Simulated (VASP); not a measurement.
A run of VASP 6.6.1:

Contents of INCAR:

```
PREC = Accurate
ENCUT = 520
EDIFF = 1E-7
ISMEAR = -1
SIGMA = 0.02
LREAL = False
LASPH = True
NELM = 60
ALGO = Normal
ISIF = 2
LWAVE = False
LCHARG = False
GGA = CA
NBANDS = 24
```

File KPOINTS:

```
regular mesh
0
Gamma
  6 6 4
```

Contents of POSCAR:

```
KCl
1.0
    5.1638935456      0.0000000000      0.0000000000
   -2.5819467728      4.4720629929      0.0000000000
    0.0000000000      0.0000000000      6.0272995589
K Cl
2 2
Direct
    0.3333333333      0.6666666667     -0.0625000000
    0.6666666667      0.3333333333      0.4375000000
    0.3333333333      0.6666666667      0.4375000000
    0.6666666667      0.3333333333      0.9375000000
```

Potentials or basis: VASP PAW LDA potentials, release 64 (K_sv, Cl).

Launch:

```console
$ cat potpaw_LDA.64/K_sv/POTCAR potpaw_LDA.64/Cl/POTCAR > POTCAR
$ mpirun -np 1 vasp_std > vasp.out
```

Hardware: 1 thread of Oxide Virtual Turin-like Processor, on a shared host.

Question: Estimate the wall time of this run.

Answer: Wall time 71 s on 1 thread of Oxide Virtual Turin-like Processor, with other jobs on the host, peak memory 0.2 GiB. Counts: scf iterations 14, k points 21.
